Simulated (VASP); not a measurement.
A run of VASP 6.6.1 is set up as follows.

Contents of INCAR:

```
  PREC = Accurate
  ENCUT = 520
  EDIFF = 1E-8
  ISMEAR = -1
  SIGMA = 0.15
  LREAL = F
  LASPH = T
  NELM = 100
  ALGO = Normal
  ISIF = 2
  LWAVE = F
  LCHARG = F
  NBANDS = 16
  IBRION = 8
  NSW = 1
```

File KPOINTS:

```
Automatic mesh
0
Gamma
  15 15 12
```

POSCAR

```
TiB2
1.0
    2.9943000946      0.0000000029      0.0000000000
   -1.4971500498      2.5931399471      0.0000000000
    0.0000000000      0.0000000000      3.1593399566
Ti B
1 2
Direct
    0.0000000000      0.0000000000      0.0000000000
    0.3333333333      0.6666666667      0.5000000000
    0.6666666667      0.3333333333      0.5000000000
```

Potentials or basis: VASP PAW LDA potentials, release 64 (Ti_sv, B).

Run with:

```console
$ cat potpaw_LDA.64/Ti_sv/POTCAR potpaw_LDA.64/B/POTCAR > POTCAR
$ mpirun -np 1 vasp_std > vasp.out
```

**Question.** What does it give for the highest phonon frequency at Γ?

**Answer.** 921 cm⁻¹.

Phonon frequencies in cm⁻¹ (negative: imaginary):
```
              q point                    frequencies
(0.000, 0.000, 0.000)  0 0 0 536 536 539 576 921 921
```
